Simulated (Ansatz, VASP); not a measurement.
## Two plane-wave programs on TaH5

```
Ta H
1.0
    -1.93748    2.58007    2.75526
     1.93748   -2.58007    2.75526
     1.93748    2.58007   -2.75526
Ta H
1 5
Cartesian
  1.9375 0.0000 0.0000
  0.0000 2.5801 1.3039
  1.9375 0.0000 1.4514
  0.0000 0.0000 0.0000
  0.0000 0.0000 3.2518
  0.0000 0.0000 2.2587
```

Alike in both runs: task relaxation of cell and atoms; functional PBE; k mesh 6 × 6 × 6; occupations gaussian, width 0.1 eV; no spin polarisation.

```csv
,VASP,Ansatz
version,VASP 6.6.1,Ansatz 0.2.0
potentials or method,"VASP PAW PBE potentials, release 64 (Ta_pv, H), cutoff 600 eV","scalar-relativistic, plane waves, PAW"
valence electrons in the cell,16,18
```

Ansatz gave:

```
gap on the k mesh at the Fermi level, each at its own relaxed structure (eV) : none
relaxed volume (Å³/atom)                                                     : 9.56
relaxed cell length with the largest relative difference (Å)                 : 5.830
```

**Question.** What did VASP give for the same quantities?

**Answer.** gap on the k mesh at the Fermi level, each at its own relaxed structure (eV): none; relaxed volume (Å³/atom): 8.52; relaxed cell length with the largest relative difference (Å): 5.215.

A gap of «none» marks a metal or a gap that the smearing closes. One of these differences is far larger than is usual between the two programs; its cause wasn't traced. VASP's potentials hold 16 valence electrons a cell and Ansatz's 18, so a difference there can come from the potentials and not from the codes.

Neither program's run includes spin-orbit coupling.
